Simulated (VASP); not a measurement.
# Pd in VASP: further runs, part 2 of 2

VASP 6.6.1.

**4. Single point, PBE**

File INCAR:

```
PREC = Accurate
ENCUT = 520
EDIFF = 1E-6
ISMEAR = -1
SIGMA = 0.1
LREAL = Auto
LASPH = True
NELM = 80
ALGO = Normal
ISIF = 2
LWAVE = False
LCHARG = False
GGA = PE
NBANDS = 94
```

File KPOINTS:

```
Automatic mesh
0
Gamma
  2 2 1
```

File POSCAR:

```
Pd
1.0
    7.7800000000      0.0000000000      0.0000000000
    0.0000000000      5.5012910000      0.0000000000
    0.0000000000      0.0000000000     16.1259680000
Pd
16
Direct
    0.2500000000      0.2499958646      0.0620117812
    0.7500000000      0.2499958646      0.0620117812
    0.2500000000      0.7500057714      0.0620117812
    0.7500000000      0.7500057714      0.0620117812
    0.0065295630      0.0040535940      0.1478484888
    0.4773907455      0.0247941801      0.1319796740
    0.0166709512      0.5562512508      0.1536837975
    0.5127763496      0.5306754360      0.1488964880
    0.2803856041      0.3172891599      0.2365935490
    0.7520437018      0.2071150208      0.2394646945
    0.2207197943      0.7861609211      0.2686164328
    0.7541259640      0.7198310360      0.2319984760
   -0.0490231362     -0.1443661133      0.3496100203
    0.5212724936     -0.0247941801      0.3310064859
    0.0157069409      0.3679863508      0.3329226500
    0.5176221080      0.4486401465      0.3285818253
```

Potentials or basis: VASP PAW PBE potentials, release 64 (Pd).

Launch:

```sh
> cat potpaw_PBE.64/Pd/POTCAR > POTCAR
> mpirun -np 1 vasp_std > vasp.out
```

OUTCAR:

```text
PREC = Accurate
   ENCUT = 520
   EDIFF = 1E-6
   ISMEAR = -1
   LREAL = Auto
   LASPH = True
   NELM = 80
   ISIF = 2
   GGA = PE

 ion  position               nearest neighbor table
   1  0.250  0.250  0.062-   6 2.44   5 2.71   3 2.75   3 2.75   9 2.85   7 2.88   8 2.92
   2  0.750  0.250  0.062-   6 2.70   4 2.75   4 2.75   5 2.78   8 2.78  10 2.87   7 3.05
   3  0.250  0.750  0.062-   7 2.57   6 2.59   5 2.73   1 2.75   1 2.75   8 2.76  11 3.35
   4  0.750  0.750  0.062-   8 2.61  12 2.75   2 2.75   2 2.75   7 2.76   5 2.80   6 2.84
   5  0.007  0.004  0.148-   7 2.47   1 2.71  10 2.71   3 2.73   2 2.78   4 2.80  11 2.83  12 2.85
                             7 3.04   9 3.09  13 3.38
   6  0.477  0.025  0.132-   1 2.44   3 2.59   2 2.70   8 2.75   9 2.79   8 2.81   4 2.84  10 2.93
                            12 3.17  14 3.24  11 3.25
   7  0.017  0.556  0.154-   5 2.47  12 2.56   3 2.57  11 2.75   4 2.76   9 2.78   1 2.88   5 3.04
                             2 3.05  15 3.07  10 3.14
   8  0.513  0.531  0.149-  12 2.53   9 2.58   4 2.61   6 2.75   3 2.76   2 2.78   6 2.81   1 2.92
                            16 2.93  10 2.96  11 3.30
   9  0.280  0.317  0.237-  16 2.48   8 2.58  15 2.59  11 2.67   7 2.78   6 2.79   1 2.85  11 3.00
                            14 3.06   5 3.09
  10  0.752  0.207  0.239-  14 2.65  16 2.68  12 2.68  15 2.69   5 2.71  12 2.82   2 2.87   6 2.93
                             8 2.96  13 3.05   7 3.14
  11  0.221  0.786  0.269-  13 2.50   9 2.67   7 2.75  14 2.75   5 2.83  15 2.99   9 3.00  16 3.12
[... 6 lines left out ...]
  15  0.016  0.368  0.333-   9 2.59  10 2.69  13 2.74  13 2.88  11 2.99   7 3.07  12 3.25
  16  0.518  0.449  0.329-   9 2.48  14 2.60  10 2.68  12 2.83  14 2.90   8 2.93  11 3.12

  LATTYP: Found a simple orthorhombic cell.
 ALAT       =     5.5012910000
 B/A-ratio  =     1.4142135001
 C/A-ratio  =     2.9313061243

  Lattice vectors:

 A1 = (   0.0000000000,  -5.5012910000,   0.0000000000)
 A2 = (   7.7800000000,   0.0000000000,   0.0000000000)
 A3 = (   0.0000000000,   0.0000000000,  16.1259680000)

Analysis of symmetry for initial positions (statically):
=====================================================================
 Subroutine PRICEL returns:
 Original cell was already a primitive cell.

 Routine SETGRP: Setting up the symmetry group for a
 simple orthorhombic supercell.

 Subroutine GETGRP returns: Found  1 space group operations
 (whereof  1 operations were pure point group operations)
 out of a pool of  8 trial point group operations.

The static configuration has the point symmetry C_1 .

Analysis of symmetry for dynamics (positions and initial velocities):
=====================================================================
 Subroutine PRICEL returns:
 Original cell was already a primitive cell.

 Routine SETGRP: Setting up the symmetry group for a
 simple orthorhombic supercell.

 Subroutine GETGRP returns: Found  1 space group operations
 (whereof  1 operations were pure point group operations)
 out of a pool of  8 trial point group operations.

The dynamic configuration has the point symmetry C_1 .

 Subroutine INISYM returns: Found  1 space group operations
 (whereof  1 operations are pure point group operations),
 and found     1 'primitive' translations

----------------------------------------------------------------------------------------
[... 79 lines left out ...]
  0.500000  0.000000  0.000000      1.000000
  0.000000  0.500000  0.000000      1.000000
  0.500000  0.500000  0.000000      1.000000
   k-points           NKPTS =      4   k-points in BZ     NKDIM =      4   number of bands    NBANDS=     94
   number of dos      NEDOS =    301   number of ions     NIONS =     16
   total plane-waves  NPLWV = 302400
   dimension x,y,z NGX =    60 NGY =   42 NGZ =  120
   dimension x,y,z NGXF=   120 NGYF=   84 NGZF=  240
   ions per type =              16
   NGX,Y,Z   is equivalent  to a cutoff of  12.82, 12.69, 12.37 a.u.
   NGXF,Y,Z  is equivalent  to a cutoff of  25.64, 25.38, 24.74 a.u.
 SYSTEM =  unknown system
   PREC   = accura    normal or accurate (medium, high low for compatibility)
   ISTART =      0    job   : 0-new  1-cont  2-samecut
   ICHARG =      2    charge: 1-file 2-atom 10-const
   ISPIN  =      1    spin polarized calculation?
   LNONCOLLINEAR =      F non collinear calculations
   LSORBIT =      F    spin-orbit coupling
   LASPH  =      T    aspherical Exc in radial PAW
   ENCUT  =  520.0 eV  38.22 Ry    6.18 a.u.  14.47 10.23 29.98*2*pi/ulx,y,z
   NELM   =     80;   NELMIN=  2; NELMDL= -5     # of ELM steps
   EDIFF  = 0.1E-05   stopping-criterion for ELM
   LREAL  =      T    real-space projection
   EDIFFG = 0.1E-04   stopping-criterion for IOM
   NSW    =      0    number of steps for IOM
   IBRION =     -1    ionic relax: 0-MD 1-quasi-New 2-CG
   NFREE  =      0    steps in history (QN), initial steepest desc. (CG)
   ISIF   =      2    stress and relaxation
   ISYM   =      2    0-nonsym 1-usesym 2-fastsym
   POTIM  = 0.5000    time-step for ionic-motion
   TEBEG  =    0.0;   TEEND  =   0.0 temperature during run
   PSTRESS=    0.0 pullay stress
   NELECT =     160.0000    total number of electrons
   NUPDOWN=      -1.0000    fix difference up-down
   EMIN   =  10.00;   EMAX   =-10.00  energy-range for DOS
   EFERMI =   0.00;   METHOD = LEGACY
   ISMEAR =    -1;   SIGMA  =   0.10  broadening in eV -4-tet -1-fermi 0-gaus
   EFERMI_NEDOS =   21; number of points for ismear=-14 and -15
   IALGO  =     38    algorithm
   IMIX   =      4    mixing-type and parameters
     AMIX     =   0.40;   BMIX     =  1.00
     AMIX_MAG =   1.60;   BMIX_MAG =  1.00
  volume/ion in A,a.u.               =      43.14       291.10
  Fermi-wavevector in a.u.,A,eV,Ry     =   1.005676  1.900452 13.760722  1.011385
  Thomas-Fermi vector in A             =   2.138371
   LORBIT       =      0    0 simple, 1 ext, 2 COOP (PROOUT), +10 PAW based schemes
   GGA     = PE    functional components
   LHFCALC =     F    Hartree Fock is set to
   AEXX    =    0.0000 exact exchange contribution
   IVDW    =     0    specifies the selected vdW correction
   LEPSILON=     F    determine dielectric tensor
   LRPA    =     F    only Hartree local field effects (RPA)
 non-spin polarized calculation
  energy-cutoff  :      520.00
  volume of cell :      690.19
 maximum number of plane-waves:     18652
 NGX is ok and might be reduce to    60
   NGX = 29   NGY = 21   NGZ = 59

 number of electron     160.0000013 magnetization

 Free energy of the ion-electron system (eV)
  ---------------------------------------------------
  ext. energy  EPLUGINS =         0.00000000
  ---------------------------------------------------
  free energy    TOTEN  =       -73.47808679 eV

  energy without entropy =      -72.36827177  energy(sigma->0) =      -72.92317928

 E-fermi :   0.0753     XC(G=0):  -5.7982

 val. band max:        0.0712219240   @ k =   0.5000   0.5000   0.0000
 cond. band min:       0.0883650982   @ k =   0.0000   0.0000   0.0000
 fundamental gap:      0.0171431742
 Fermi energy:         0.0752643160

 k-point     1 :       0.0000    0.0000    0.0000
  band No.  band energies     occupation
      1      -5.5729      2.00000
      2      -4.5824      2.00000
      3      -4.4910      2.00000
      4      -4.3438      2.00000
      5      -4.3161      2.00000
      6      -4.2733      2.00000
[... 369 lines left out ...]
     91       3.2062      0.00000
     92       3.2924      0.00000
 [bands above 92 left out]

------------------------ aborting loop because EDIFF is reached ----------------------------------------

  FORCE on cell =-STRESS in cart. coord.  units (eV):
  Direction    XX          YY          ZZ          XY          YZ          ZX
  --------------------------------------------------------------------------------------
  -------------------------------------------------------------------------------------
  Total       -3.4844141     -9.9000304     -3.4879447      0.7369910      0.8152827     -0.9791630
  in kB       -8.0885438    -22.9814329     -8.0967395      1.7108138      1.8925563     -2.2729798
  external PRESSURE =     -13.0555720 kB  Pullay stress =       0.0000000 kB

 VOLUME and BASIS-vectors are now :
 -----------------------------------------------------------------------------
  energy-cutoff  :      520.00
  volume of cell :      690.19
      direct lattice vectors                 reciprocal lattice vectors
     7.780000000  0.000000000  0.000000000     0.128534704  0.000000000  0.000000000
     0.000000000  5.501291000  0.000000000     0.000000000  0.181775514  0.000000000
     0.000000000  0.000000000 16.125968000     0.000000000  0.000000000  0.062011781

 POSITION                                       TOTAL-FORCE (eV/Angst)
 -----------------------------------------------------------------------------------
      1.94500      1.37530      1.00000        -0.995476      1.030162     -0.295944
      5.83500      1.37530      1.00000         0.294015      0.212205      0.573633
      1.94500      4.12600      1.00000         0.105914     -0.067217     -0.157418
      5.83500      4.12600      1.00000         0.231468      0.331666     -0.055393
      0.05080      0.02230      2.38420        -0.001389      1.702131      0.348084
      3.71410      0.13640      2.12830         1.730140     -0.707250      1.395102
[... 8 lines left out ...]
      0.12220      2.02440      5.36870        -0.397679     -0.014885     -0.302666
      4.02710      2.46810      5.29870         0.620090      1.152950      0.436950
 -----------------------------------------------------------------------------------
    total drift:                               -0.003897     -0.002948     -0.003542

  FREE ENERGIE OF THE ION-ELECTRON SYSTEM (eV)
  ---------------------------------------------------
  free  energy   TOTEN  =       -73.4780867920 eV

  energy  without entropy=      -72.3682717660  energy(sigma->0) =      -72.92317928
```

Wall time 9.1 min (1 thread of AMD EPYC 9R45 (Zen 5), shared host); peak memory 0.63 GiB.

What came out:

```yaml
Free_energy: -73.4781 eV
Largest_force: 2.793 eV/Å
Band_gap_on_the_k_mesh: zero (bands 80 and 81 overlap by 0.22 eV)
```

Forces in eV/Å, atoms in the order of the input:
```
Pd  -0.995  1.030 -0.296
Pd   0.294  0.212  0.574
Pd   0.106 -0.067 -0.157
Pd   0.231  0.332 -0.055
Pd  -0.001  1.702  0.348
Pd   1.730 -0.707  1.395
Pd  -0.064 -2.792  0.036
Pd  -0.829 -0.493 -0.487
Pd  -1.121 -1.546 -0.584
Pd   0.273  0.656 -0.524
Pd   1.092  0.285 -0.676
Pd  -0.213  0.359  0.783
Pd  -0.484  0.693  0.046
Pd  -0.241 -0.803 -0.538
Pd  -0.398 -0.015 -0.303
Pd   0.620  1.153  0.437
```

Caveat: the k points lie up to 0.57 Å⁻¹ apart; the atoms stand as in a frame of molecular dynamics; there is no dipole correction, which matters where the two faces differ.

**5. The runs side by side**

```tsv
cell	gap on the mesh (eV)	largest force (eV/Å)
as given, atomic positions A	none	2.13
as given, atomic positions B	none	4.12
as given, atomic positions C	none	2.79
```

Alike in all rows: task single point; level PBE; potentials or basis VASP PAW PBE potentials, release 64 (Pd); no spin polarisation; k mesh 2 × 2 × 1; cutoff (eV) 520; smearing fermi-dirac 0.1 eV.

Caveats: all runs use coarse meshes; there is no dipole correction, which matters where the two faces differ; the atoms stand as in a frame of molecular dynamics (at least some runs).

Absolute energies hang on the potentials; compare differences alone.
